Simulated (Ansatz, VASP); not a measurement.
**Ge: VASP beside Ansatz**

File POSCAR:

```
Ge
1.0
    3.8952762615      0.0000000000      0.0000000000
   -1.9476381307      3.3734081973      0.0000000000
    0.0000000000      0.0000000000      6.5928195187
Ge
4
Direct
    0.3333333333      0.6666666667      0.0021450151
    0.6666666667      0.3333333333      0.5021450151
    0.3333333333      0.6666666667      0.3728549849
    0.6666666667      0.3333333333      0.8728549849
```

File INCAR.step1:

```
SYSTEM = Ge
  ALGO = Normal
  EDIFF = 1E-4
  ENCUT = 520
  GGA = PE
  ISMEAR = -1
  LASPH = .True.
  LCHARG = .False.
  LREAL = .False.
  LWAVE = .True.
  NBANDS = 36
  NELM = 80
  PREC = Accurate
  SIGMA = 0.02
```

INCAR.step2

```
SYSTEM = Ge
  ALGO = Normal
  EDIFF = 1E-6
  ENCUT = 520
  ISIF = 2
  ISMEAR = -1
  ISTART = 1
  LASPH = .True.
  LCHARG = .False.
  LMIXTAU = .True.
  LREAL = .False.
  LWAVE = .False.
  METAGGA = R2SCAN
  NBANDS = 36
  NELM = 80
  PREC = Accurate
  SIGMA = 0.02
```

File KPOINTS:

```
k-points
0
Gamma
  12 12 4
  0 0 0
```

Input for Ansatz:

```yaml
crystal:
  lattice:
    - [3.8952762615, 0.0, 0.0]
    - [-1.9476381307, 3.3734081973, 0.0]
    - [0.0, 0.0, 6.5928195187]
  atoms:
    - { symbol: Ge, position: [0.3333333333, 0.6666666667, 0.0021450151] }
    - { symbol: Ge, position: [0.6666666667, 0.3333333333, 0.5021450151] }
    - { symbol: Ge, position: [0.3333333333, 0.6666666667, 0.3728549849] }
    - { symbol: Ge, position: [0.6666666667, 0.3333333333, 0.8728549849] }
kpoints:
  mp_grid: { grid: [12, 12, 4] }
  band_path:
    path:
      - [0.0, 0.0, 0.0]
      - [0.5, 0.0, 0.0]
      - [0.3333333333, 0.3333333333, 0.0]
      - [0.0, 0.0, 0.5]
      - [0.5, 0.0, 0.5]
      - [0.3333333333, 0.3333333333, 0.5]
      - [0.0, 0.0, 0.05]
      - [0.0, 0.0, 0.15]
    npoints: 1
hamiltonian:
  xc: r2scan
scf:
  occupations: { method: fermi_dirac, width: 0.02 }
  n_extra_bands: 5
output:
  forces: true
  stress: true
  eigenvalues: true
```

Change from the starting cell: biaxial_xy strain -2.6%.

Alike in both runs: task single point; functional r2SCAN; k mesh 12 × 12 × 4; occupations fermi-dirac, width 0.02 eV; no spin polarisation.

|  | VASP | Ansatz |
| --- | --- | --- |
| version | VASP 6.6.1 | Ansatz 0.2.0 |
| potentials or method | VASP PAW PBE potentials, release 64 (Ge_d) | plane waves, PAW |
| plane-wave cutoff (eV) | 520 | 500 |
| valence electrons in the cell | 56 | 56 |

|  | VASP | Ansatz | Ansatz less VASP |
| --- | --- | --- | --- |
| pressure (GPa) | 4.2 | 4.2 | -0.03 |
| traceless stress, the component that is largest in VASP (GPa) | -2.68 | -2.67 | +0.002 |
| rms of the force components (eV/Å) | 0.004 | 0.002 | -0.0022 |

VASP's potentials were made for PBE, not for r2SCAN. Atom by atom the forces differ by 0.002 eV/Å (rms over components). The functional is the same, so the differences come from potentials, cutoffs and numerics.
